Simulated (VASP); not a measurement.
# TePt (P6_3/mmc) in VASP: further runs, part 2 of 2

VASP 6.6.1. The steps go on from the part before.

## (3) Single point, LDA (21.84 Å³/atom)

This run uses another cell than the first one, of 21.84 Å³/atom.

The input, INCAR:

```
SYSTEM = TePt
  PREC = Accurate
  ENCUT = 520
  EDIFF = 1E-6
  ISMEAR = 0
  SIGMA = 0.15
  LREAL = .FALSE.
  LASPH = .TRUE.
  NELM = 80
  ALGO = Normal
  ISIF = 2
  LWAVE = .FALSE.
  LCHARG = .FALSE.
  GGA = CA
  NBANDS = 24
```

The input, KPOINTS:

```
regular mesh
0
G
  12 12 8
  0 0 0
```

The input, POSCAR:

```
TePt
1.0
    4.2535368066      0.0000000000      0.0000000000
   -2.1267684033      3.6836709304      0.0000000000
    0.0000000000      0.0000000000      5.5764926886
Te Pt
2 2
Direct
    0.3333333333      0.6666666667      0.2500000000
    0.6666666667      0.3333333333      0.7500000000
    0.0000000000      0.0000000000      0.0000000000
    0.0000000000      0.0000000000      0.5000000000
```

Potentials or basis: VASP PAW LDA potentials, release 64 (Te, Pt).

The run is started by

```
> cat potpaw_LDA.64/Te/POTCAR potpaw_LDA.64/Pt/POTCAR > POTCAR
> mpirun -np 1 vasp_std > vasp.out
```

OUTCAR:

```text
SYSTEM = TePt
   PREC = Accurate
   ENCUT = 520
   EDIFF = 1E-6
   ISMEAR = 0
   LREAL = .FALSE.
   LASPH = .TRUE.
   NELM = 80
   ISIF = 2
   GGA = CA

 ion  position               nearest neighbor table
   1  0.333  0.667  0.250-   3 2.82   4 2.82   3 2.82   4 2.82   3 2.82   4 2.82
   2  0.667  0.333  0.750-   3 2.82   4 2.82   3 2.82   4 2.82   3 2.82   4 2.82
   3  0.000  0.000  0.000-   4 2.79   4 2.79   1 2.82   2 2.82   1 2.82   2 2.82   2 2.82   1 2.82

   4  0.000  0.000  0.500-   3 2.79   3 2.79   1 2.82   2 2.82   1 2.82   2 2.82   2 2.82   1 2.82

  LATTYP: Found a hexagonal cell.
 ALAT       =     4.2535368066
 C/A-ratio  =     1.3110249052

  Lattice vectors:

 A1 = (   4.2535368066,   0.0000000000,   0.0000000000)
 A2 = (  -2.1267684033,   3.6836709304,   0.0000000000)
 A3 = (   0.0000000000,   0.0000000000,   5.5764926886)

Analysis of symmetry for initial positions (statically):
=====================================================================
 Subroutine PRICEL returns:
 Original cell was already a primitive cell.

 Routine SETGRP: Setting up the symmetry group for a
 hexagonal supercell.

 Subroutine GETGRP returns: Found 24 space group operations
[... 174 lines left out ...]
 val. band max:        9.1597995307   @ k =   0.0833   0.0833   0.5000
 cond. band min:       9.1708881121   @ k =   0.3333   0.2500   0.0000
 fundamental gap:      0.0110885814
 Fermi energy:         9.1618023783

 k-point     1 :       0.0000    0.0000    0.0000
  band No.  band energies     occupation
      1      -4.7186      2.00000
      2      -2.0998      2.00000
      3       2.1407      2.00000
      4       3.1895      2.00000
      5       3.1895      2.00000
      6       3.7665      2.00000
[... 637 lines left out ...]
     23      15.6512      0.00000
     24      16.8827      0.00000

 [... further k-points ...]

------------------------ aborting loop because EDIFF is reached ----------------------------------------

  FORCE on cell =-STRESS in cart. coord.  units (eV):
  Direction    XX          YY          ZZ          XY          YZ          ZX
  --------------------------------------------------------------------------------------
  -------------------------------------------------------------------------------------
  Total       -2.6606024     -2.6606024     -2.8202975     -0.0000000      0.0000000      0.0000000
  in kB      -48.7863579    -48.7863579    -51.7146212     -0.0000000      0.0000000      0.0000000
  external PRESSURE =     -49.7624457 kB  Pullay stress =       0.0000000 kB

 VOLUME and BASIS-vectors are now :
 -----------------------------------------------------------------------------
  energy-cutoff  :      520.00
  volume of cell :       87.38
      direct lattice vectors                 reciprocal lattice vectors
     4.253536807  0.000000000  0.000000000     0.235098471  0.135734166  0.000000000
    -2.126768403  3.683670930  0.000000000     0.000000000  0.271468331  0.000000000
     0.000000000  0.000000000  5.576492689     0.000000000  0.000000000  0.179324184

 POSITION                                       TOTAL-FORCE (eV/Angst)
 -----------------------------------------------------------------------------------
     -0.00000      2.45578      1.39412         0.000000      0.000000      0.000000
      2.12677      1.22789      4.18237        -0.000000     -0.000000     -0.000000
      0.00000      0.00000      0.00000         0.000000      0.000000     -0.000000
      0.00000      0.00000      2.78825         0.000000      0.000000     -0.000000
 -----------------------------------------------------------------------------------
    total drift:                               -0.000000      0.000000      0.000000

  FREE ENERGIE OF THE ION-ELECTRON SYSTEM (eV)
  ---------------------------------------------------
  free  energy   TOTEN  =       -23.4536465475 eV

  energy  without entropy=      -23.4269410550  energy(sigma->0) =      -23.44029380
```

OSZICAR:

```text
N       E                     dE             d eps       ncg     rms          rms(c)
DAV:   1     0.160289766791E+03    0.16029E+03   -0.13866E+04  4584   0.117E+03
DAV:   2    -0.167545396436E+02   -0.17704E+03   -0.16280E+03  5512   0.226E+02
DAV:   3    -0.237946558240E+02   -0.70401E+01   -0.68888E+01  5712   0.443E+01
DAV:   4    -0.238910397011E+02   -0.96384E-01   -0.96347E-01  5256   0.571E+00
DAV:   5    -0.238930031292E+02   -0.19634E-02   -0.19632E-02  5832   0.771E-01    0.199E+01
DAV:   6    -0.235591175449E+02    0.33389E+00   -0.82213E-01  4936   0.690E+00    0.117E+01
DAV:   7    -0.234867579142E+02    0.72360E-01   -0.22931E-01  4664   0.351E+00    0.251E+00
DAV:   8    -0.234544870940E+02    0.32271E-01   -0.10981E-01  4760   0.271E+00    0.132E+00
DAV:   9    -0.234546501125E+02   -0.16302E-03   -0.48733E-03  5584   0.373E-01    0.888E-01
DAV:  10    -0.234538104788E+02    0.83963E-03   -0.49115E-03  4800   0.455E-01    0.221E-01
DAV:  11    -0.234536564034E+02    0.15408E-03   -0.31176E-04  5424   0.142E-01    0.192E-01
DAV:  12    -0.234536502470E+02    0.61564E-05   -0.33733E-05  5184   0.275E-02    0.693E-02
DAV:  13    -0.234536476939E+02    0.25531E-05   -0.23616E-06  4280   0.111E-02    0.289E-02
DAV:  14    -0.234536466374E+02    0.10565E-05   -0.20633E-06  2944   0.940E-03    0.792E-03
DAV:  15    -0.234536465475E+02    0.89899E-07   -0.41918E-07  2528   0.374E-03
   1 F= -.23453647E+02 E0= -.23440294E+02  d E =-.267055E-01
```

stdout:

```text
POSCAR found type information on POSCAR TePt
 POSCAR found :  2 types and       4 ions
 scaLAPACK will be used
 LDA part: xc-table for (Slater(with rela. corr.)+CA(PZ))
 , standard interpolation
 POSCAR, INCAR and KPOINTS ok, starting setup
 FFT: planning ... GRIDC
 FFT: planning ... GRID_SOFT
 FFT: planning ... GRID
 WAVECAR not read
 entering main loop
```

Run time: 3.8 min. Hardware: 1 thread of Intel Xeon 8259CL, shared host; peak memory 0.3 GiB.

Results:

```
Free energy            : -23.4536 eV
Pressure               : -5.0 GPa
Band gap on the k mesh : zero (bands 16 and 17 overlap by 1.38 eV)
```

Levels at points of the mesh, in eV from the Fermi level:
```csv
k point,band 13,band 14,band 15,band 16,band 17,band 18,band 19,band 20
"(0.00, 0.00, 0.00)",-1.59,-1.59,0.22,0.62,1.44,1.74,2.14,2.14
"(0.50, 0.00, 0.00)",-2.47,-1.98,-1.81,-1.61,1.36,2.45,3.48,3.61
"(0.00, 0.00, 0.50)",-2.54,-2.54,0.96,0.96,0.96,0.96,3.88,3.88
"(0.50, 0.00, 0.50)",-2.83,-2.83,-0.40,-0.40,0.39,0.39,2.57,2.57
```

Caveat: the cell stands under tension; spin-orbit coupling is left out, which moves the levels of the heavy elements.
